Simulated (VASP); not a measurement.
# ZnS in VASP: further runs

ZnS is run at these levels: PBEsol; tasks: single point.

Everything below comes from runs of VASP 6.6.1. Logs are shortened: lines on timing, memory, paths and dates and some standing lists are left out, and cuts for length are marked.

### 1 The cell of the first run

It takes space group P6_3mc (No. 186, hexagonal). The conventional cell has a = 3.876 Å, b = 3.876 Å, c = 6.364 Å, α = 90.00°, β = 90.00°, γ = 120.00°. Within 3.1 Å of Zn (site symmetry 3m) lie 4 S at 2.38 Å. Within 3.1 Å of S (site symmetry 3m) lie 4 Zn at 2.38 Å.

### 2 Single point, PBEsol

Contents of INCAR:

```
SYSTEM = ZnS
ALGO     = Normal         ! electronic algorithm
EDIFF    = 1E-6           ! SCF threshold, eV
ENCUT    = 520            ! plane-wave cutoff, eV
GGA      = PS             ! functional
ISIF     = 2              ! what is computed and relaxed
ISMEAR   = 0              ! smearing method
LASPH    = .True.         ! aspherical terms in the spheres
LCHARG   = .False.        ! write CHGCAR
LREAL    = .False.        ! projectors in reciprocal space
LWAVE    = .False.        ! write WAVECAR
NBANDS   = 26             ! bands
NELM     = 60             ! most SCF steps
PREC     = Accurate       ! precision mode
SIGMA    = 0.05           ! smearing width, eV
```

Contents of KPOINTS:

```
k-points
0
Gamma
  9 9 6
  0 0 0
```

Contents of POSCAR:

```
ZnS
1.0
    3.8759826719      0.0000000000      0.0000000000
   -1.9379913360      3.3566994585      0.0000000000
    0.0000000000      0.0000000000      6.3639325194
Zn S
2 2
Direct
    0.3333333333      0.6666666667      0.0054424479
    0.6666666667      0.3333333333      0.5054424479
    0.3333333333      0.6666666667      0.3795575521
    0.6666666667      0.3333333333      0.8795575521
```

Potentials or basis: VASP PAW PBE potentials, release 64 (Zn, S).

On the command line:

```sh
$ cat potpaw_PBE.64/Zn/POTCAR potpaw_PBE.64/S/POTCAR > POTCAR
$ mpirun -np 1 vasp_std > vasp.out
```

OUTCAR:

```text
SYSTEM = ZnS
   EDIFF = 1E-6
   ENCUT = 520
   GGA = PS
   ISIF = 2
   ISMEAR = 0
   LASPH = .True.
   LREAL = .False.
   NELM = 60
   PREC = Accurate

 ion  position               nearest neighbor table
   1  0.333  0.667  0.005-   4 2.38   4 2.38   4 2.38   3 2.38
   2  0.667  0.333  0.505-   3 2.38   3 2.38   3 2.38   4 2.38
   3  0.333  0.667  0.380-   2 2.38   2 2.38   2 2.38   1 2.38
   4  0.667  0.333  0.880-   1 2.38   1 2.38   1 2.38   2 2.38

  LATTYP: Found a hexagonal cell.
 ALAT       =     3.8759826719
 C/A-ratio  =     1.6418887952

  Lattice vectors:

 A1 = (   3.8759826719,   0.0000000000,   0.0000000000)
 A2 = (  -1.9379913360,   3.3566994585,   0.0000000000)
 A3 = (   0.0000000000,   0.0000000000,   6.3639325194)

Analysis of symmetry for initial positions (statically):
=====================================================================
 Subroutine PRICEL returns:
 Original cell was already a primitive cell.

 Routine SETGRP: Setting up the symmetry group for a
 hexagonal supercell.

 Subroutine GETGRP returns: Found 12 space group operations
 (whereof  6 operations were pure point group operations)
 out of a pool of 24 trial point group operations.

The static configuration has the point symmetry C_3v.
 The point group associated with its full space group is C_6v.

Analysis of symmetry for dynamics (positions and initial velocities):
=====================================================================
 Subroutine PRICEL returns:
 Original cell was already a primitive cell.

 Routine SETGRP: Setting up the symmetry group for a
 hexagonal supercell.

 Subroutine GETGRP returns: Found 12 space group operations
 (whereof  6 operations were pure point group operations)
 out of a pool of 24 trial point group operations.

The dynamic configuration has the point symmetry C_3v.
 The point group associated with its full space group is C_6v.

 Subroutine INISYM returns: Found 12 space group operations
 (whereof  6 operations are pure point group operations),
 and found     1 'primitive' translations

----------------------------------------------------------------------------------------

                                     Primitive cell
[... 90 lines left out ...]
   LNONCOLLINEAR =      F non collinear calculations
   LSORBIT =      F    spin-orbit coupling
   LASPH  =      T    aspherical Exc in radial PAW
   ENCUT  =  520.0 eV  38.22 Ry    6.18 a.u.   7.21  7.21 11.83*2*pi/ulx,y,z
   NELM   =     60;   NELMIN=  2; NELMDL= -5     # of ELM steps
   EDIFF  = 0.1E-05   stopping-criterion for ELM
   LREAL  =      F    real-space projection
   EDIFFG = 0.1E-04   stopping-criterion for IOM
   NSW    =      0    number of steps for IOM
   IBRION =     -1    ionic relax: 0-MD 1-quasi-New 2-CG
   NFREE  =      0    steps in history (QN), initial steepest desc. (CG)
   ISIF   =      2    stress and relaxation
   ISYM   =      2    0-nonsym 1-usesym 2-fastsym
   POTIM  = 0.5000    time-step for ionic-motion
   TEBEG  =    0.0;   TEEND  =   0.0 temperature during run
   PSTRESS=    0.0 pullay stress
   NELECT =      36.0000    total number of electrons
   NUPDOWN=      -1.0000    fix difference up-down
   EMIN   =  10.00;   EMAX   =-10.00  energy-range for DOS
   EFERMI =   0.00;   METHOD = LEGACY
   ISMEAR =     0;   SIGMA  =   0.05  broadening in eV -4-tet -1-fermi 0-gaus
   EFERMI_NEDOS =   21; number of points for ismear=-14 and -15
   IALGO  =     38    algorithm
   IMIX   =      4    mixing-type and parameters
     AMIX     =   0.40;   BMIX     =  1.00
     AMIX_MAG =   1.60;   BMIX_MAG =  1.00
  volume/ion in A,a.u.               =      20.70       139.69
  Fermi-wavevector in a.u.,A,eV,Ry     =   1.240230  2.343696 20.928094  1.538172
  Thomas-Fermi vector in A             =   2.374680
   LORBIT       =      0    0 simple, 1 ext, 2 COOP (PROOUT), +10 PAW based schemes
   GGA     = PS    functional components
   LHFCALC =     F    Hartree Fock is set to
   AEXX    =    0.0000 exact exchange contribution
   IVDW    =     0    specifies the selected vdW correction
   LEPSILON=     F    determine dielectric tensor
   LRPA    =     F    only Hartree local field effects (RPA)
 non-spin polarized calculation
 Gauss-broadening in eV      SIGMA  =   0.05
  energy-cutoff  :      520.00
  volume of cell :       82.80
 maximum number of plane-waves:      2244
 NGX is ok and might be reduce to    30
   NGX = 15   NGY = 15   NGZ = 23

 number of electron      35.9999972 magnetization

 Free energy of the ion-electron system (eV)
  ---------------------------------------------------
  ext. energy  EPLUGINS =         0.00000000
  ---------------------------------------------------
  free energy    TOTEN  =       -15.07805691 eV

  energy without entropy =      -15.07805691  energy(sigma->0) =      -15.07805691

 E-fermi :   1.8141     XC(G=0):  -9.6183

 val. band max:        1.5985260985   @ k =   0.0000   0.0000   0.0000
 cond. band min:       3.4322744748   @ k =   0.0000   0.0000   0.0000
 fundamental gap:      1.8337483763
 Fermi energy:         1.8140651942

 k-point     1 :       0.0000    0.0000    0.0000
  band No.  band energies     occupation
      1     -11.2577      2.00000
      2     -10.3977      2.00000
      3      -4.6009      2.00000
      4      -4.5872      2.00000
      5      -4.5872      2.00000
      6      -4.5131      2.00000
[... 685 lines left out ...]
     25      11.2935      0.00000
     26      11.2972      0.00000

 [... further k-points ...]

------------------------ aborting loop because EDIFF is reached ----------------------------------------

  FORCE on cell =-STRESS in cart. coord.  units (eV):
  Direction    XX          YY          ZZ          XY          YZ          ZX
  --------------------------------------------------------------------------------------
  -------------------------------------------------------------------------------------
  Total       -2.4488620     -2.4488620     -2.5162563      0.0000000      0.0000000      0.0000000
  in kB      -47.3865439    -47.3865439    -48.6906531      0.0000000      0.0000000      0.0000000
  external PRESSURE =     -47.8212470 kB  Pullay stress =       0.0000000 kB

 VOLUME and BASIS-vectors are now :
 -----------------------------------------------------------------------------
  energy-cutoff  :      520.00
  volume of cell :       82.80
      direct lattice vectors                 reciprocal lattice vectors
     3.875982672  0.000000000  0.000000000     0.257999089  0.148955844  0.000000000
    -1.937991336  3.356699459  0.000000000     0.000000000  0.297911687  0.000000000
     0.000000000  0.000000000  6.363932519     0.000000000  0.000000000  0.157135544

 POSITION                                       TOTAL-FORCE (eV/Angst)
 -----------------------------------------------------------------------------------
     -0.00000      2.23780      0.03464         0.000000     -0.000000     -0.014853
      1.93799      1.11890      3.21660        -0.000000      0.000000     -0.014853
     -0.00000      2.23780      2.41548         0.000000      0.000000      0.014853
      1.93799      1.11890      5.59744        -0.000000      0.000000      0.014853
 -----------------------------------------------------------------------------------
    total drift:                               -0.000000     -0.000000      0.000819

  FREE ENERGIE OF THE ION-ELECTRON SYSTEM (eV)
  ---------------------------------------------------
  free  energy   TOTEN  =       -15.0780569111 eV

  energy  without entropy=      -15.0780569111  energy(sigma->0) =      -15.07805691
```

OSZICAR:

```text
N       E                     dE             d eps       ncg     rms          rms(c)
DAV:   1     0.238918697902E+03    0.23892E+03   -0.16910E+04  2496   0.163E+03
DAV:   2     0.883024215457E+01   -0.23009E+03   -0.21967E+03  2584   0.344E+02
DAV:   3    -0.152706469736E+02   -0.24101E+02   -0.23850E+02  2994   0.110E+02
DAV:   4    -0.158728892250E+02   -0.60224E+00   -0.60087E+00  2900   0.175E+01
DAV:   5    -0.158819031722E+02   -0.90139E-02   -0.90117E-02  2990   0.213E+00    0.861E+00
DAV:   6    -0.150900931904E+02    0.79181E+00   -0.17470E+00  3556   0.386E+01    0.670E+00
DAV:   7    -0.150857878696E+02    0.43053E-02   -0.10238E+00  2648   0.622E+00    0.307E+00
DAV:   8    -0.150780316042E+02    0.77563E-02   -0.28555E-02  3290   0.183E+00    0.754E-01
DAV:   9    -0.150778060933E+02    0.22551E-03   -0.73628E-03  3374   0.144E+00    0.195E-01
DAV:  10    -0.150779312026E+02   -0.12511E-03   -0.58894E-04  3086   0.271E-01    0.988E-02
DAV:  11    -0.150780591516E+02   -0.12795E-03   -0.20351E-04  2590   0.951E-02    0.560E-02
DAV:  12    -0.150780546805E+02    0.44712E-05   -0.13979E-05  2996   0.792E-02    0.764E-03
DAV:  13    -0.150780571207E+02   -0.24402E-05   -0.56971E-06  2592   0.134E-02    0.398E-03
DAV:  14    -0.150780569111E+02    0.20963E-06   -0.33031E-07  1604   0.428E-03
   1 F= -.15078057E+02 E0= -.15078057E+02  d E =-.987060E-12
```

stdout:

```text
POSCAR found type information on POSCAR ZnS
 POSCAR found :  2 types and       4 ions
 scaLAPACK will be used
 -----------------------------------------------------------------------------
|                                                                             |
|                                                                             |
|     You enforced a specific xc type in the INCAR file but a different       |
|     I HOPE YOU KNOW WHAT YOU ARE DOING!                                     |
|                                                                             |
 -----------------------------------------------------------------------------

 LDA part: xc-table for (Slater+PW92), standard interpolation
 POSCAR, INCAR and KPOINTS ok, starting setup
 FFT: planning ... GRIDC
 FFT: planning ... GRID_SOFT
 FFT: planning ... GRID
 WAVECAR not read
 entering main loop
```

Run time: 41 s. Hardware: 1 thread of Intel Xeon 6975P-C (Granite Rapids), shared host; peak memory 0.24 GiB.

What came out:

```yaml
Free_energy: -15.0781 eV
Pressure: -4.8 GPa
Largest_force: 0.015 eV/Å
Band_gap_on_the_k_mesh: 1.83 eV
```

Forces on the atoms (eV/Å):
```
Zn   0.000  0.000 -0.015
Zn   0.000  0.000 -0.015
S    0.000  0.000  0.015
S    0.000  0.000  0.015
```

Caveat: the cell stands under tension; the PAW data sets were made with another functional, which shifts forces and pressure a little.

### 3 Single point, PBEsol (atoms displaced along a vibrational mode, the cell strained)

Contents of INCAR:

```
SYSTEM = ZnS
  ALGO = Normal
  EDIFF = 1E-7
  ENCUT = 520
  GGA = PS
  ISIF = 2
  ISMEAR = 0
  LASPH = .True.
  LCHARG = .False.
  LREAL = .False.
  LWAVE = .False.
  NBANDS = 26
  NELM = 60
  PREC = Accurate
  SIGMA = 0.05
```

KPOINTS is that of step 2.

Contents of POSCAR:

```
ZnS
1.0
    3.6869103465      0.0000000000      0.0000000000
   -1.8434551732      3.1929580215      0.0000000000
    0.0000000000      0.0000000000      6.0534967868
Zn S
2 2
Direct
    0.3275311763      0.6666666667      0.0054424479
    0.6724688237      0.3333333333      0.5054424479
    0.3191853083      0.6666666667      0.3795575521
    0.6808146917      0.3333333333      0.8795575521
```

Potentials or basis: VASP PAW PBE potentials, release 64 (Zn, S).

On the command line:

```sh
$ cat potpaw_PBE.64/Zn/POTCAR potpaw_PBE.64/S/POTCAR > POTCAR
$ mpirun -np 1 vasp_std > vasp.out
```

OUTCAR:

```text
SYSTEM = ZnS
   EDIFF = 1E-7
   ENCUT = 520
   GGA = PS
   ISIF = 2
   ISMEAR = 0
   LASPH = .True.
   LREAL = .False.
   NELM = 60
   PREC = Accurate

 ion  position               nearest neighbor table
   1  0.328  0.667  0.005-   4 2.20   4 2.26   3 2.26   4 2.32
   2  0.672  0.333  0.505-   3 2.20   3 2.26   4 2.26   3 2.32
   3  0.319  0.667  0.380-   2 2.20   2 2.26   1 2.26   2 2.32
   4  0.681  0.333  0.880-   1 2.20   1 2.26   2 2.26   1 2.32

  LATTYP: Found a hexagonal cell.
 ALAT       =     3.6869103465
 C/A-ratio  =     1.6418887952

  Lattice vectors:

 A1 = (   3.6869103465,   0.0000000000,   0.0000000000)
 A2 = (  -1.8434551732,   3.1929580215,   0.0000000000)
 A3 = (   0.0000000000,   0.0000000000,   6.0534967868)

Analysis of symmetry for initial positions (statically):
=====================================================================
 Subroutine PRICEL returns:
 Original cell was already a primitive cell.

 Routine SETGRP: Setting up the symmetry group for a
 hexagonal supercell.
[... 169 lines left out ...]
  free energy    TOTEN  =       -14.99467723 eV

  energy without entropy =      -14.99467723  energy(sigma->0) =      -14.99467723

 E-fermi :   3.2881     XC(G=0): -10.3286

 val. band max:        3.0614276166   @ k =   0.0000   0.0000   0.0000
 cond. band min:       5.5569985462   @ k =   0.0000   0.0000   0.0000
 fundamental gap:      2.4955709296
 Fermi energy:         3.2880625071

 k-point     1 :       0.0000    0.0000    0.0000
  band No.  band energies     occupation
      1     -10.9179      2.00000
      2      -9.7689      2.00000
      3      -3.8481      2.00000
      4      -3.8369      2.00000
      5      -3.7543      2.00000
      6      -3.7237      2.00000
[... 685 lines left out ...]
     25      12.0977      0.00000
     26      12.9581      0.00000

 [... further k-points ...]

------------------------ aborting loop because EDIFF is reached ----------------------------------------

  FORCE on cell =-STRESS in cart. coord.  units (eV):
  Direction    XX          YY          ZZ          XY          YZ          ZX
  --------------------------------------------------------------------------------------
  -------------------------------------------------------------------------------------
  Total        3.4813470      3.3391783      3.3782514      1.3047955      0.0000000      0.0000000
  in kB       78.2700819     75.0737459     75.9522158     29.3353267      0.0000000      0.0000000
  external PRESSURE =      76.4320145 kB  Pullay stress =       0.0000000 kB

 VOLUME and BASIS-vectors are now :
 -----------------------------------------------------------------------------
  energy-cutoff  :      520.00
  volume of cell :       71.26
      direct lattice vectors                 reciprocal lattice vectors
     3.686910346  0.000000000  0.000000000     0.271229812  0.156594605  0.000000000
    -1.843455173  3.192958021  0.000000000     0.000000000  0.313189210  0.000000000
     0.000000000  0.000000000  6.053496787     0.000000000  0.000000000  0.165193777

 POSITION                                       TOTAL-FORCE (eV/Angst)
 -----------------------------------------------------------------------------------
     -0.02139      2.12864      0.03295         0.586823      0.074725      0.067356
      1.86485      1.06432      3.05969        -0.586823     -0.074725      0.067356
     -0.05216      2.12864      2.29765         0.664135      0.078205     -0.067356
      1.89562      1.06432      5.32440        -0.664135     -0.078205     -0.067356
 -----------------------------------------------------------------------------------
    total drift:                               -0.000000     -0.000000     -0.000012

  FREE ENERGIE OF THE ION-ELECTRON SYSTEM (eV)
  ---------------------------------------------------
  free  energy   TOTEN  =       -14.9946772266 eV

  energy  without entropy=      -14.9946772266  energy(sigma->0) =      -14.99467723
```

OSZICAR:

```text
N       E                     dE             d eps       ncg     rms          rms(c)
DAV:   1     0.246753870165E+03    0.24675E+03   -0.17207E+04  8528   0.173E+03
DAV:   2     0.851481242396E+01   -0.23824E+03   -0.22752E+03  8812   0.357E+02
DAV:   3    -0.152715379293E+02   -0.23786E+02   -0.23551E+02 10100   0.113E+02
DAV:   4    -0.158479750174E+02   -0.57644E+00   -0.57518E+00 10010   0.175E+01
DAV:   5    -0.158564908663E+02   -0.85158E-02   -0.85133E-02 10304   0.214E+00    0.117E+01
DAV:   6    -0.150104841252E+02    0.84601E+00   -0.18773E+00 10808   0.432E+01    0.874E+00
DAV:   7    -0.150080708351E+02    0.24133E-02   -0.14622E+00  8978   0.771E+00    0.358E+00
DAV:   8    -0.149961714056E+02    0.11899E-01   -0.32479E-02 10190   0.136E+00    0.963E-01
DAV:   9    -0.149945024820E+02    0.16689E-02   -0.12400E-02 11568   0.131E+00    0.229E-01
DAV:  10    -0.149945750291E+02   -0.72547E-04   -0.56936E-04 10254   0.321E-01    0.132E-01
DAV:  11    -0.149946756031E+02   -0.10057E-03   -0.13665E-04  8852   0.801E-02    0.497E-02
DAV:  12    -0.149946758612E+02   -0.25817E-06   -0.76771E-06 11260   0.462E-02    0.716E-03
DAV:  13    -0.149946780299E+02   -0.21686E-05   -0.51941E-06 11318   0.380E-02    0.545E-03
DAV:  14    -0.149946772394E+02    0.79044E-06   -0.19455E-06 11570   0.297E-02    0.285E-03
DAV:  15    -0.149946772266E+02    0.12849E-07   -0.42034E-07  8886   0.398E-03
   1 F= -.14994677E+02 E0= -.14994677E+02  d E =-.693488E-13
```

stdout:

```text
POSCAR found type information on POSCAR ZnS
 POSCAR found :  2 types and       4 ions
 scaLAPACK will be used
 -----------------------------------------------------------------------------
|                                                                             |
|                                                                             |
|     You enforced a specific xc type in the INCAR file but a different       |
|     I HOPE YOU KNOW WHAT YOU ARE DOING!                                     |
|                                                                             |
 -----------------------------------------------------------------------------

 LDA part: xc-table for (Slater+PW92), standard interpolation
 POSCAR, INCAR and KPOINTS ok, starting setup
 FFT: planning ... GRIDC
 FFT: planning ... GRID_SOFT
 FFT: planning ... GRID
 WAVECAR not read
 entering main loop
```

Wall time 1.9 min (1 thread of Intel Xeon 6975P-C (Granite Rapids), shared host); peak memory 0.36 GiB.

Results:

```yaml
Free_energy: -14.9947 eV
Pressure: 7.6 GPa
Largest_force: 0.672 eV/Å
Band_gap_on_the_k_mesh: 2.50 eV
```

Forces in eV/Å, atoms in the order of the input:
```
Zn   0.587  0.075  0.067
Zn  -0.587 -0.075  0.067
S    0.664  0.078 -0.067
S   -0.664 -0.078 -0.067
```

Caveat: the cell differs from its parent crystal (atoms displaced along a vibrational mode, the cell strained); the cell stands under pressure; the PAW data sets were made with another functional, which shifts forces and pressure a little.
